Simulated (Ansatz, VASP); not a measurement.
# One calculation of KI, two programs

```
K I
1.0
     0.00000    3.48497    3.48497
     3.48497    0.00000    3.48497
     3.48497    3.48497    0.00000
K I
1 1
Cartesian
  0.0000 0.0000 0.0000
  3.4850 3.4850 3.4850
```

Alike in both runs: task single point; functional PBEsol; k mesh 6 × 6 × 6; non-collinear spin, spin-orbit coupling.

|  | VASP | Ansatz |
| --- | --- | --- |
| version | VASP 6.6.1 | Ansatz 0.2.0 |
| potentials or method | VASP PAW PBE potentials, release 64 (K_sv, I), cutoff 520 eV | all-electron LAPW |
| occupations | gaussian, width 0.01 eV | fixed |

|  | VASP | Ansatz | Ansatz less VASP |
| --- | --- | --- | --- |
| pressure (GPa) | 0.3 | 0.2 | -0.04 |
| net moment per atom (μB) | 0.00 | 0.00 | 0.000 |

VASP's potentials were made for PBE, not for PBEsol. Ansatz ran all-electron here, and VASP with PAW potentials.
